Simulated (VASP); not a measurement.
# Co (Im-3m) in VASP: further runs

Co is run at these levels: PBEsol; tasks: single point.

Everything below comes from runs of VASP 6.6.1. Logs are shortened: lines on timing, memory, paths and dates and some standing lists are left out, and cuts for length are marked.

## 1. The cell of the first run

It takes space group Im-3m (No. 229, cubic). Conventional cell: a = 2.726 Å, b = 2.726 Å, c = 2.726 Å, α = 90.00°, β = 90.00°, γ = 90.00°. Within 3.1 Å of Co (site symmetry m-3m) lie 14 Co at 2.36 to 2.73 Å.

## 2. Single point, PBEsol

Input file INCAR:

```
PREC = Accurate
ENCUT = 520
EDIFF = 1E-6
ISMEAR = -1
SIGMA = 0.1
LREAL = F
LASPH = T
NELM = 60
ALGO = Normal
ISIF = 2
LWAVE = F
LCHARG = F
GGA = PS
NBANDS = 10
```

Input file KPOINTS:

```
regular mesh
0
Gamma
  26 26 26
```

Input file POSCAR:

```
Co
1.0
   -1.3632266510      1.3632266510      1.3632266510
    1.3632266510     -1.3632266510      1.3632266510
    1.3632266510      1.3632266510     -1.3632266510
Co
1
Direct
    0.0000000000      0.0000000000      0.0000000000
```

Potentials or basis: VASP PAW PBE potentials, release 64 (Co).

Run with:

```
> cat potpaw_PBE.64/Co/POTCAR > POTCAR
> mpirun -np 1 vasp_std > vasp.out
```

OUTCAR:

```text
PREC = Accurate
   ENCUT = 520
   EDIFF = 1E-6
   ISMEAR = -1
   LREAL = F
   LASPH = T
   NELM = 60
   ISIF = 2
   GGA = PS

 ion  position               nearest neighbor table
   1  0.000  0.000  0.000-

  LATTYP: Found a body centered cubic cell.
 ALAT       =     2.7264533020

  Lattice vectors:

 A1 = (  -1.3632266510,   1.3632266510,   1.3632266510)
 A2 = (   1.3632266510,  -1.3632266510,   1.3632266510)
 A3 = (   1.3632266510,   1.3632266510,  -1.3632266510)

Analysis of symmetry for initial positions (statically):
=====================================================================
 Subroutine PRICEL returns:
 Original cell was already a primitive cell.

 Routine SETGRP: Setting up the symmetry group for a
 body centered cubic supercell.

 Subroutine GETGRP returns: Found 48 space group operations
 (whereof 48 operations were pure point group operations)
 out of a pool of 48 trial point group operations.

The static configuration has the point symmetry O_h .

Analysis of symmetry for dynamics (positions and initial velocities):
=====================================================================
 Subroutine PRICEL returns:
 Original cell was already a primitive cell.

 Routine SETGRP: Setting up the symmetry group for a
 body centered cubic supercell.

 Subroutine GETGRP returns: Found 48 space group operations
 (whereof 48 operations were pure point group operations)
 out of a pool of 48 trial point group operations.

The dynamic configuration has the point symmetry O_h .

 Subroutine INISYM returns: Found 48 space group operations
 (whereof 48 operations are pure point group operations),
 and found     1 'primitive' translations

----------------------------------------------------------------------------------------

                                     Primitive cell

  volume of cell :      10.1336

  direct lattice vectors                    reciprocal lattice vectors
    -1.363226651  1.363226651  1.363226651     0.000000000  0.366776867  0.366776867
     1.363226651 -1.363226651  1.363226651     0.366776867  0.000000000  0.366776867
     1.363226651  1.363226651 -1.363226651     0.366776867  0.366776867  0.000000000

  length of vectors
     2.361177822  2.361177822  2.361177822     0.518700820  0.518700820  0.518700820

  position of ions in fractional coordinates (direct lattice)
     0.000000000  0.000000000  0.000000000

  ion indices of the primitive-cell ions
   primitive index   ion index
                 1           1

----------------------------------------------------------------------------------------

 KPOINTS: regular mesh

Automatic generation of k-mesh.
 Grid dimensions read from file:
 generate k-points for:   26   26   26

 Generating k-lattice:

  Cartesian coordinates                     Fractional coordinates (reciprocal lattice)
     0.000000000  0.014106803  0.014106803     0.038461538  0.000000000  0.000000000
     0.014106803  0.000000000  0.014106803     0.000000000  0.038461538  0.000000000
     0.014106803  0.014106803  0.000000000     0.000000000  0.000000000  0.038461538

  Length of vectors
     0.019950032  0.019950032  0.019950032

  Shift w.r.t. Gamma in fractional coordinates (k-lattice)
     0.000000000  0.000000000  0.000000000

 Subroutine IBZKPT returns following result:
 ===========================================

 Found    511 irreducible k-points:

 Following reciprocal coordinates:
            Coordinates               Weight
  0.000000  0.000000  0.000000      1.000000
  0.038462  0.000000  0.000000     12.000000
  0.076923  0.000000  0.000000     12.000000
  0.115385  0.000000  0.000000     12.000000
  0.153846  0.000000  0.000000     12.000000
  0.192308  0.000000  0.000000     12.000000
[... 16 lines left out ...]
  0.346154  0.038462  0.000000     48.000000
  0.384615  0.038462  0.000000     48.000000
 [... further k-points ...]
   k-points           NKPTS =    511   k-points in BZ     NKDIM =    511   number of bands    NBANDS=     10
   number of dos      NEDOS =    301   number of ions     NIONS =      1
   total plane-waves  NPLWV =   5832
   dimension x,y,z NGX =    18 NGY =   18 NGZ =   18
   dimension x,y,z NGXF=    36 NGYF=   36 NGZF=   36
   ions per type =               1
   NGX,Y,Z   is equivalent  to a cutoff of  12.67, 12.67, 12.67 a.u.
   NGXF,Y,Z  is equivalent  to a cutoff of  25.35, 25.35, 25.35 a.u.
 SYSTEM =  unknown system
   PREC   = accura    normal or accurate (medium, high low for compatibility)
   ISTART =      0    job   : 0-new  1-cont  2-samecut
   ICHARG =      2    charge: 1-file 2-atom 10-const
   ISPIN  =      1    spin polarized calculation?
   LNONCOLLINEAR =      F non collinear calculations
   LSORBIT =      F    spin-orbit coupling
   LASPH  =      T    aspherical Exc in radial PAW
   ENCUT  =  520.0 eV  38.22 Ry    6.18 a.u.   4.39  4.39  4.39*2*pi/ulx,y,z
   NELM   =     60;   NELMIN=  2; NELMDL= -5     # of ELM steps
   EDIFF  = 0.1E-05   stopping-criterion for ELM
   LREAL  =      F    real-space projection
   EDIFFG = 0.1E-04   stopping-criterion for IOM
   NSW    =      0    number of steps for IOM
   IBRION =     -1    ionic relax: 0-MD 1-quasi-New 2-CG
   NFREE  =      0    steps in history (QN), initial steepest desc. (CG)
   ISIF   =      2    stress and relaxation
   ISYM   =      2    0-nonsym 1-usesym 2-fastsym
   POTIM  = 0.5000    time-step for ionic-motion
   TEBEG  =    0.0;   TEEND  =   0.0 temperature during run
   PSTRESS=    0.0 pullay stress
   NELECT =       9.0000    total number of electrons
   NUPDOWN=      -1.0000    fix difference up-down
   EMIN   =  10.00;   EMAX   =-10.00  energy-range for DOS
   EFERMI =   0.00;   METHOD = LEGACY
   ISMEAR =    -1;   SIGMA  =   0.10  broadening in eV -4-tet -1-fermi 0-gaus
   EFERMI_NEDOS =   21; number of points for ismear=-14 and -15
   IALGO  =     38    algorithm
   IMIX   =      4    mixing-type and parameters
     AMIX     =   0.40;   BMIX     =  1.00
     AMIX_MAG =   1.60;   BMIX_MAG =  1.00
  volume/ion in A,a.u.               =      10.13        68.38
  Fermi-wavevector in a.u.,A,eV,Ry     =   1.573624  2.973718 33.691999  2.476292
  Thomas-Fermi vector in A             =   2.674880
   LORBIT       =      0    0 simple, 1 ext, 2 COOP (PROOUT), +10 PAW based schemes
   GGA     = PS    functional components
   LHFCALC =     F    Hartree Fock is set to
   AEXX    =    0.0000 exact exchange contribution
   IVDW    =     0    specifies the selected vdW correction
   LEPSILON=     F    determine dielectric tensor
   LRPA    =     F    only Hartree local field effects (RPA)
 non-spin polarized calculation
  energy-cutoff  :      520.00
  volume of cell :       10.13
 maximum number of plane-waves:       281
 NGX is ok and might be reduce to    18
   NGX =  9   NGY =  9   NGZ =  9

 number of electron       8.9999997 magnetization

 Free energy of the ion-electron system (eV)
  ---------------------------------------------------
  ext. energy  EPLUGINS =         0.00000000
  ---------------------------------------------------
  free energy    TOTEN  =        -7.38547986 eV

  energy without entropy =       -7.27812756  energy(sigma->0) =       -7.33180371

 E-fermi :  10.9542     XC(G=0): -14.0001

 val. band max:       10.9539376342   @ k =  -0.3462   0.3462   0.3077
 cond. band min:      10.9553600696   @ k =  -0.3462   0.3462   0.2692
 fundamental gap:      0.0014224355
 Fermi energy:        10.9541788437

 k-point     1 :       0.0000    0.0000    0.0000
  band No.  band energies     occupation
      1       1.7197      2.00000
      2       9.0006      2.00000
      3       9.0006      2.00000
      4       9.0006      2.00000
      5      10.6583      1.90139
      6      10.6583      1.90139
      7      37.3869      0.00000
      8      37.3869      0.00000
      9      37.3869      0.00000
     10      43.3527      0.00000

 k-point     2 :       0.0385    0.0000    0.0000
  band No.  band energies     occupation
      1       1.7857      2.00000
      2       8.9818      2.00000
      3       8.9988      2.00000
      4       9.0361      2.00000
      5      10.6382      1.91861
      6      10.6597      1.90004
      7      36.9715      0.00000
      8      37.3097      0.00000
      9      37.3526      0.00000
     10      42.9642      0.00000

 k-point     3 :       0.0769    0.0000    0.0000
  band No.  band energies     occupation
      1       1.9821      2.00000
      2       8.9266      2.00000
      3       8.9912      2.00000
      4       9.1414      2.00000
      5      10.5836      1.95204
      6      10.6642      1.89569
      7      35.8830      0.00000
      8      37.0400      0.00000
      9      37.2582      0.00000
     10      42.3835      0.00000

 k-point     4 :       0.1154    0.0000    0.0000
  band No.  band energies     occupation
      1       2.3036      2.00000
      2       8.8390      2.00000
      3       8.9712      2.00000
      4       9.3128      2.00000
      5      10.5105      1.97662
      6      10.6722      1.88742
      7      34.3753      0.00000
      8      36.5174      0.00000
      9      37.1226      0.00000
     10      41.5968      0.00000

 k-point     5 :       0.1538    0.0000    0.0000
  band No.  band energies     occupation
      1       2.7403      2.00000
      2       8.7252      2.00000
      3       8.9321      2.00000
      4       9.5441      2.00000
      5      10.4415      1.98820
      6      10.6846      1.87359
      7      32.6282      0.00000
      8      35.7660      0.00000
      9      36.9674      0.00000
     10      40.1684      0.00000

 k-point     6 :       0.1923    0.0000    0.0000
  band No.  band energies     occupation
      1       3.2756      2.00000
      2       8.5926      2.00000
      3       8.8750      2.00000
      4       9.8261      1.99997
      5      10.3977      1.99237
      6      10.7017      1.85178
      7      30.7575      0.00000
      8      34.8890      0.00000
      9      36.8101      0.00000
     10      38.8062      0.00000
[... 183 lines left out ...]
 k-point    21 :       0.2692    0.0385    0.0000
  band No.  band energies     occupation
      1       4.8602      2.00000
      2       8.2375      2.00000
      3       8.8080      2.00000
      4      10.4175      1.99070
      5      10.7177      1.82816
      6      10.7882      1.68035
      7      26.0245      0.00000
      8      32.3657      0.00000
      9      35.2264      0.00000
     10      36.9884      0.00000

 k-point    22 :       0.3077    0.0385    0.0000
  band No.  band energies     occupation
      1       5.3907      2.00000
      2       8.1067      2.00000
      3       8.9999      2.00000
      4      10.4770      1.98322
      5      10.8165      1.59710
      6      11.0800      0.44256
      7      24.2117      0.00000
      8      31.6817      0.00000
      9      34.3343      0.00000
     10      36.8132      0.00000

 k-point    23 :       0.3462    0.0385    0.0000
  band No.  band energies     occupation
      1       5.7584      2.00000
      2       7.9936      2.00000
      3       9.3945      2.00000
      4      10.5435      1.96762
      5      10.8573      1.44975
      6      11.4196      0.01886
      7      22.5193      0.00000
      8      31.1079      0.00000
      9      33.5582      0.00000
     10      36.6901      0.00000

 k-point    24 :       0.3846    0.0385    0.0000
  band No.  band energies     occupation
      1       5.9571      2.00000
      2       7.9037      2.00000
      3       9.9237      1.99993
      4      10.6051      1.94082
      5      10.9220      1.15940
      6      11.7290      0.00086
      7      21.0164      0.00000
      8      30.6624      0.00000
      9      32.9402      0.00000
     10      36.6037      0.00000

 [... further k-points ...]

------------------------ aborting loop because EDIFF is reached ----------------------------------------

  FORCE on cell =-STRESS in cart. coord.  units (eV):
  Direction    XX          YY          ZZ          XY          YZ          ZX
  --------------------------------------------------------------------------------------
  -------------------------------------------------------------------------------------
  Total       -0.0632116     -0.0632116     -0.0632116     -0.0000000      0.0000000      0.0000000
  in kB       -9.9940911     -9.9940911     -9.9940911     -0.0000000      0.0000000      0.0000000
  external PRESSURE =      -9.9940911 kB  Pullay stress =       0.0000000 kB

 VOLUME and BASIS-vectors are now :
 -----------------------------------------------------------------------------
  energy-cutoff  :      520.00
  volume of cell :       10.13
      direct lattice vectors                 reciprocal lattice vectors
    -1.363226651  1.363226651  1.363226651     0.000000000  0.366776867  0.366776867
     1.363226651 -1.363226651  1.363226651     0.366776867  0.000000000  0.366776867
     1.363226651  1.363226651 -1.363226651     0.366776867  0.366776867  0.000000000

 POSITION                                       TOTAL-FORCE (eV/Angst)
 -----------------------------------------------------------------------------------
      0.00000      0.00000      0.00000         0.000000      0.000000      0.000000
 -----------------------------------------------------------------------------------
    total drift:                                0.000000     -0.000000      0.000000

  FREE ENERGIE OF THE ION-ELECTRON SYSTEM (eV)
  ---------------------------------------------------
  free  energy   TOTEN  =        -7.3854798552 eV

  energy  without entropy=       -7.2781275641  energy(sigma->0) =       -7.33180371
```

It took 45 s on 1 thread of AMD EPYC 7R43 (Zen 3), shared host; peak memory 0.13 GiB.

Results:

| Item | Value |
| --- | --- |
| Free energy | -7.3855 eV |
| Pressure | -1.0 GPa |

Caveat: the PAW data sets were made with another functional, which shifts forces and pressure a little; the run has no spin polarisation, though such a crystal can be magnetic. Spin polarisation is off, so any magnetic state and its effect on volume and gap are missing.

(Part 1 of 2 ends here.)
